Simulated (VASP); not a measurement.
# BN (P1) in VASP: single point with r2SCAN

Aim: the single point of BN with r2SCAN.

Program: VASP 6.6.1. These are calculated values, not measurements. Logs are shortened: lines on timing, memory, paths and dates and some standing lists are left out, and cuts for length are marked.

## 1. The cell of the first run

The typed cell holds 4 atoms: a = 2.589 Å, b = 2.585 Å, c = 4.310 Å, α = 87.01°, β = 91.34°, γ = 121.17°.

## 2. Single point, r2SCAN (atoms moved at random and the cell strained at random)

POSCAR reads:

```
BN
1.0
    2.5885859140     -0.0248818390     -0.0300634850
   -1.3158412618      2.2240295681      0.0678153963
   -0.0497560677      0.1008731414      4.3089847170
B N
2 2
Direct
    0.6542738960      0.2998735266      1.0054634505
    0.2986001719      0.6616837286      0.5068169994
    0.7363083068      0.3745095098      0.6366640419
    0.3108176252      0.6639332350      0.1010555082
```

INCAR.step1 reads:

```
SYSTEM = BN
PREC = Accurate
ENCUT = 520
ISMEAR = 0
SIGMA = 0.05
LREAL = .FALSE.
LASPH = .TRUE.
NELM = 100
NBANDS = 16
GGA = PE
ALGO = Normal
EDIFF = 1E-4
LWAVE = .TRUE.
LCHARG = .FALSE.
```

INCAR.step2 reads:

```
SYSTEM = BN
PREC = Accurate
ENCUT = 520
EDIFF = 1E-6
ISMEAR = 0
SIGMA = 0.05
LREAL = .FALSE.
LASPH = .TRUE.
NELM = 100
ALGO = Normal
ISIF = 2
LWAVE = .FALSE.
LCHARG = .FALSE.
METAGGA = R2SCAN
LMIXTAU = .TRUE.
NBANDS = 16
ISTART = 1
```

KPOINTS reads:

```
regular mesh
0
G
  12 12 6
  0 0 0
```

Potentials or basis: VASP PAW PBE potentials, release 64 (B, N).

On the command line:

```console
$ cat potpaw_PBE.64/B/POTCAR potpaw_PBE.64/N/POTCAR > POTCAR
$ cp INCAR.step1 INCAR
$ mpirun -np 1 vasp_std > vasp.out
$ cp INCAR.step2 INCAR
$ mpirun -np 1 vasp_std > vasp.out
```

OUTCAR:

```text
SYSTEM = BN
   PREC = Accurate
   ENCUT = 520
   EDIFF = 1E-6
   ISMEAR = 0
   LREAL = .FALSE.
   LASPH = .TRUE.
   NELM = 100
   ISIF = 2
   METAGGA = R2SCAN
   ISTART = 1

 ion  position               nearest neighbor table
   1  0.654  0.300  0.005-   4 1.45   4 1.52   3 1.60   4 1.66
   2  0.299  0.662  0.507-   3 1.36   3 1.71   3 1.72   4 1.75
   3  0.736  0.375  0.637-   2 1.36   1 1.60   2 1.71   2 1.72
   4  0.311  0.664  0.101-   1 1.45   1 1.52   1 1.66   2 1.75

  LATTYP: Found a triclinic cell.
 ALAT       =     2.5411719523
 B/A-ratio  =     2.3726002890
 C/A-ratio  =     1.0187740564
 COS(alpha) =     0.0023102988
 COS(beta)  =     0.4923025944
 COS(gamma) =     0.6106033596

  Lattice vectors:

 A1 = (  -1.2727446522,  -2.1991477291,  -0.0377519113)
 A2 = (  -0.0066594581,  -4.3223041558,   4.2034174094)
 A3 = (  -2.5885859140,   0.0248818390,   0.0300634850)

Analysis of symmetry for initial positions (statically):
=====================================================================
 Subroutine PRICEL returns:
 Original cell was already a primitive cell.

 Routine SETGRP: Setting up the symmetry group for a
 triclinic supercell.

 Subroutine GETGRP returns: Found  1 space group operations
 (whereof  1 operations were pure point group operations)
 out of a pool of  2 trial point group operations.

The static configuration has the point symmetry C_1 .

Analysis of symmetry for dynamics (positions and initial velocities):
=====================================================================
 Subroutine PRICEL returns:
 Original cell was already a primitive cell.

 Routine SETGRP: Setting up the symmetry group for a
 triclinic supercell.

 Subroutine GETGRP returns: Found  1 space group operations
 (whereof  1 operations were pure point group operations)
 out of a pool of  2 trial point group operations.

The dynamic configuration has the point symmetry C_1 .

 Subroutine INISYM returns: Found  1 space group operations
 (whereof  1 operations are pure point group operations),
 and found     1 'primitive' translations

----------------------------------------------------------------------------------------

                                     Primitive cell

  volume of cell :      24.6492

  direct lattice vectors                    reciprocal lattice vectors
     2.588585914 -0.024881839 -0.030063485     0.388510624  0.229888598 -0.000895530
    -1.315841262  2.224029568  0.067815396     0.004226626  0.452456466 -0.010543181
    -0.049756068  0.100873141  4.308984717     0.002644092 -0.005516906  0.232232912

  length of vectors
     2.588880058  2.585023148  4.310452453     0.451431140  0.452599024  0.232313479

  position of ions in fractional coordinates (direct lattice)
     0.654273896  0.299873527  0.005463451
     0.298600172  0.661683729  0.506816999
     0.736308307  0.374509510  0.636664042
     0.310817625  0.663933235  0.101055508

  ion indices of the primitive-cell ions
   primitive index   ion index
                 1           1
                 2           2
                 3           3
                 4           4

----------------------------------------------------------------------------------------

 KPOINTS: regular mesh

Automatic generation of k-mesh.
 Grid dimensions read from file:
 generate k-points for:   12   12    6

 Generating k-lattice:

  Cartesian coordinates                     Fractional coordinates (reciprocal lattice)
     0.032375885  0.019157383 -0.000074627     0.083333333  0.000000000  0.000000000
     0.000352219  0.037704706 -0.000878598     0.000000000  0.083333333  0.000000000
     0.000440682 -0.000919484  0.038705485     0.000000000  0.000000000  0.166666667

  Length of vectors
     0.037619262  0.037716585  0.038718913

  Shift w.r.t. Gamma in fractional coordinates (k-lattice)
     0.000000000  0.000000000  0.000000000

 Subroutine IBZKPT returns following result:
 ===========================================

 Found    436 irreducible k-points:

 Following reciprocal coordinates:
            Coordinates               Weight
  0.000000  0.000000  0.000000      1.000000
  0.083333  0.000000 -0.000000      2.000000
  0.166667  0.000000  0.000000      2.000000
  0.250000  0.000000  0.000000      2.000000
  0.333333  0.000000  0.000000      2.000000
  0.416667  0.000000 -0.000000      2.000000
[... 16 lines left out ...]
  0.250000  0.166667 -0.000000      2.000000
  0.333333  0.166667  0.000000      2.000000
 [... further k-points ...]
   k-points           NKPTS =    436   k-points in BZ     NKDIM =    436   number of bands    NBANDS=     16
   number of dos      NEDOS =    301   number of ions     NIONS =      4
   total plane-waves  NPLWV =  12800
   dimension x,y,z NGX =    20 NGY =   20 NGZ =   32
   dimension x,y,z NGXF=    40 NGYF=   40 NGZF=   64
   ions per type =               2   2
   NGX,Y,Z   is equivalent  to a cutoff of  12.84, 12.86, 12.34 a.u.
   NGXF,Y,Z  is equivalent  to a cutoff of  25.69, 25.72, 24.68 a.u.
 SYSTEM =  BN
   PREC   = accura    normal or accurate (medium, high low for compatibility)
   ISTART =      1    job   : 0-new  1-cont  2-samecut
   ICHARG =      0    charge: 1-file 2-atom 10-const
   ISPIN  =      1    spin polarized calculation?
   LNONCOLLINEAR =      F non collinear calculations
   LSORBIT =      F    spin-orbit coupling
   LASPH  =      T    aspherical Exc in radial PAW
   ENCUT  =  520.0 eV  38.22 Ry    6.18 a.u.   4.81  4.81  8.01*2*pi/ulx,y,z
   NELM   =    100;   NELMIN=  2; NELMDL=  0     # of ELM steps
   EDIFF  = 0.1E-05   stopping-criterion for ELM
   LREAL  =      F    real-space projection
   EDIFFG = 0.1E-04   stopping-criterion for IOM
   NSW    =      0    number of steps for IOM
   IBRION =     -1    ionic relax: 0-MD 1-quasi-New 2-CG
   NFREE  =      0    steps in history (QN), initial steepest desc. (CG)
   ISIF   =      2    stress and relaxation
   ISYM   =      2    0-nonsym 1-usesym 2-fastsym
   POTIM  = 0.5000    time-step for ionic-motion
   TEBEG  =    0.0;   TEEND  =   0.0 temperature during run
   PSTRESS=    0.0 pullay stress
   NELECT =      16.0000    total number of electrons
   NUPDOWN=      -1.0000    fix difference up-down
   EMIN   =  10.00;   EMAX   =-10.00  energy-range for DOS
   EFERMI =   0.00;   METHOD = LEGACY
   ISMEAR =     0;   SIGMA  =   0.05  broadening in eV -4-tet -1-fermi 0-gaus
   EFERMI_NEDOS =   21; number of points for ismear=-14 and -15
   IALGO  =     38    algorithm
   IMIX   =      4    mixing-type and parameters
     AMIX     =   0.40;   BMIX     =  1.00
     AMIX_MAG =   1.60;   BMIX_MAG =  1.00
  volume/ion in A,a.u.               =       6.16        41.59
  Fermi-wavevector in a.u.,A,eV,Ry     =   1.417470  2.678631 27.337129  2.009222
  Thomas-Fermi vector in A             =   2.538697
   LORBIT       =      0    0 simple, 1 ext, 2 COOP (PROOUT), +10 PAW based schemes
   METAGGA = R2SCAN    functional components
   LHFCALC =     F    Hartree Fock is set to
   AEXX    =    0.0000 exact exchange contribution
   IVDW    =     0    specifies the selected vdW correction
   LEPSILON=     F    determine dielectric tensor
   LRPA    =     F    only Hartree local field effects (RPA)
 non-spin polarized calculation
 Gauss-broadening in eV      SIGMA  =   0.05
  energy-cutoff  :      520.00
  volume of cell :       24.65
 maximum number of plane-waves:       678
   NGX =  9   NGY =  9   NGZ = 17

 number of electron      16.0000002 magnetization

 Free energy of the ion-electron system (eV)
  ---------------------------------------------------
  ext. energy  EPLUGINS =         0.00000000
  ---------------------------------------------------
  free energy    TOTEN  =       -36.97857215 eV

  energy without entropy =      -36.97857215  energy(sigma->0) =      -36.97857215

 E-fermi :   7.7824     XC(G=0): -13.3935

 val. band max:        7.5332093401   @ k =   0.0000   0.0000   0.0000
 cond. band min:      12.5273351758   @ k =   0.0000  -0.4167   0.3333
 fundamental gap:      4.9941258357
 Fermi energy:         7.7823543889

 k-point     1 :       0.0000    0.0000    0.0000
  band No.  band energies     occupation
      1     -14.2419      2.00000
      2     -10.2847      2.00000
      3      -3.9596      2.00000
      4       3.4627      2.00000
      5       4.6132      2.00000
      6       6.2941      2.00000
[... 8 lines left out ...]
     15      22.6036      0.00000
     16      23.7205      0.00000

 k-point     2 :       0.0833    0.0000   -0.0000
  band No.  band energies     occupation
      1     -14.0904      2.00000
      2     -10.1744      2.00000
      3      -3.8025      2.00000
      4       2.9135      2.00000
      5       4.2480      2.00000
      6       5.8108      2.00000
[... 8 lines left out ...]
     15      22.5950      0.00000
     16      23.5871      0.00000

 k-point     3 :       0.1667    0.0000    0.0000
  band No.  band energies     occupation
      1     -13.6411      2.00000
      2      -9.8616      2.00000
      3      -3.3373      2.00000
      4       1.5277      2.00000
      5       3.2917      2.00000
      6       4.6988      2.00000
[... 8 lines left out ...]
     15      22.5522      0.00000
     16      23.5933      0.00000

 k-point     4 :       0.2500    0.0000    0.0000
  band No.  band energies     occupation
      1     -12.9115      2.00000
      2      -9.4165      2.00000
      3      -2.5892      2.00000
      4      -0.1862      2.00000
      5       1.9353      2.00000
      6       3.5525      2.00000
[... 8 lines left out ...]
     15      22.4996      0.00000
     16      23.4923      0.00000
[... 324 lines left out ...]
 k-point    22 :       0.1667    0.1667   -0.0000
  band No.  band energies     occupation
      1     -12.4690      2.00000
      2      -9.1571      2.00000
      3      -2.1184      2.00000
      4      -0.6438      2.00000
      5       1.1106      2.00000
      6       2.8215      2.00000
[... 8 lines left out ...]
     15      22.3693      0.00000
     16      24.9483      0.00000

 k-point    23 :       0.2500    0.1667   -0.0000
  band No.  band energies     occupation
      1     -11.5194      2.00000
      2      -8.8358      2.00000
      3      -1.7047      2.00000
      4      -1.1790      2.00000
      5      -0.1224      2.00000
      6       1.7165      2.00000
[... 8 lines left out ...]
     15      22.7019      0.00000
     16      25.1388      0.00000

 k-point    24 :       0.3333    0.1667    0.0000
  band No.  band energies     occupation
      1     -10.4363      2.00000
      2      -8.9017      2.00000
      3      -2.2182      2.00000
      4      -1.5108      2.00000
      5       0.2633      2.00000
      6       0.9149      2.00000
[... 8 lines left out ...]
     15      23.5692      0.00000
     16      25.2266      0.00000

 [... further k-points ...]

------------------------ aborting loop because EDIFF is reached ----------------------------------------

  FORCE on cell =-STRESS in cart. coord.  units (eV):
  Direction    XX          YY          ZZ          XY          YZ          ZX
  --------------------------------------------------------------------------------------
  -------------------------------------------------------------------------------------
  Total        0.6097374      1.4403577     -1.0318095      2.5556033     -2.7962568      0.0194931
  in kB       39.6324499     93.6221157    -67.0668041    166.1122015   -181.7544871      1.2670349
  external PRESSURE =      22.0625872 kB  Pullay stress =       0.0000000 kB

 VOLUME and BASIS-vectors are now :
 -----------------------------------------------------------------------------
  energy-cutoff  :      520.00
  volume of cell :       24.65
      direct lattice vectors                 reciprocal lattice vectors
     2.588585914 -0.024881839 -0.030063485     0.388510624  0.229888598 -0.000895530
    -1.315841262  2.224029568  0.067815396     0.004226626  0.452456466 -0.010543181
    -0.049756068  0.100873141  4.308984717     0.002644092 -0.005516906  0.232232912

 POSITION                                       TOTAL-FORCE (eV/Angst)
 -----------------------------------------------------------------------------------
      1.29879      0.65120      0.02421        -0.581364      2.723252     -1.913807
     -0.12294      1.51530      2.21976         5.293743      2.855552     -1.670663
      1.38152      0.87882      2.74664        -5.969174     -3.610911     -0.868228
     -0.07408      1.47907      0.47113         1.256796     -1.967893      4.452698
 -----------------------------------------------------------------------------------
    total drift:                                0.000062     -0.000096     -0.000587

  FREE ENERGIE OF THE ION-ELECTRON SYSTEM (eV)
  ---------------------------------------------------
  free  energy   TOTEN  =       -36.9785721451 eV

  energy  without entropy=      -36.9785721451  energy(sigma->0) =      -36.97857215
```

Run time: 3.5 min. Hardware: 1 thread of Intel Xeon 6975P-C (Granite Rapids), shared host; peak memory 0.24 GiB.

Results:

```
Free energy            : -36.9786 eV
Pressure               : 2.2 GPa
Largest force          : 7.030 eV/Å
Band gap on the k mesh : 4.99 eV (least direct gap 7.11 eV)
```

Forces on the atoms (eV/Å):
```
B   -0.581  2.723 -1.914
B    5.294  2.856 -1.671
N   -5.969 -3.611 -0.868
N    1.257 -1.968  4.453
```

Stress tensor (GPa, compression positive):
```
  3.96  16.61   0.13
 16.61   9.36 -18.18
  0.13 -18.18  -6.71
```

Caveat: the cell differs from its parent crystal (atoms moved at random and the cell strained at random); the stress differs along the axes, from -7 to 9 GPa; the PAW data sets were made with another functional, which shifts forces and pressure a little. A k mesh can miss the band edges.
